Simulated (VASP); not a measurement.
KI: single point with PBE

The system is KI.

```
K I
1.0
     0.00000    3.58733    3.58733
     3.58733    0.00000    3.58733
     3.58733    3.58733    0.00000
K I
1 1
Cartesian
  0.0000 0.0000 -0.3828
  3.5873 3.5873 3.7053
```

```
Program             : VASP 6.6.1
Task                : single point
Functional          : PBE
Potentials or basis : VASP PAW PBE potentials, release 64 (K_sv, I)
Cutoff              : 520 eV
k mesh              : 6 × 6 × 6
Occupations         : gaussian, width 0.05 eV
Spin                : no spin polarisation
```

```json
{
  "Pressure": "1.1 GPa",
  "Largest force": "0.781 eV/Å",
  "Band gap on the k mesh": "3.91 eV, direct"
}
```

Forces in eV/Å, atoms in the order of the input:
```
K    0.000  0.000  0.781
I    0.000  0.000 -0.781
```

Stress tensor (GPa, compression positive):
```
-0.10  0.00  0.00
 0.00 -0.10  0.00
 0.00  0.00  3.40
```

Levels at points of the mesh, in eV from the valence-band top:
```tsv
k point	band 5	band 6	band 7	band 8	band 9	band 10	band 11	band 12
(0.00, 0.00, 0.00)	-10.36	0.00	0.00	0.00	3.91	6.68	6.71	6.71
(0.50, 0.00, 0.00)	-10.14	-1.16	-0.24	-0.23	5.48	7.34	7.91	8.07
(0.50, 0.50, 0.00)	-10.20	-0.83	-0.29	-0.29	5.08	5.70	7.53	8.25
(0.00, 0.50, 0.50)	-10.22	-0.88	-0.36	-0.29	5.23	5.68	8.16	8.66
```

Wall time 62 s on 1 thread of Intel Xeon 8259CL (shared host), peak memory 0.25 GiB.

Caveat: spin-orbit coupling is left out, which moves the levels of the heavy elements. Expect the measured gap to be larger: semilocal functionals such as PBE lack the derivative discontinuity.
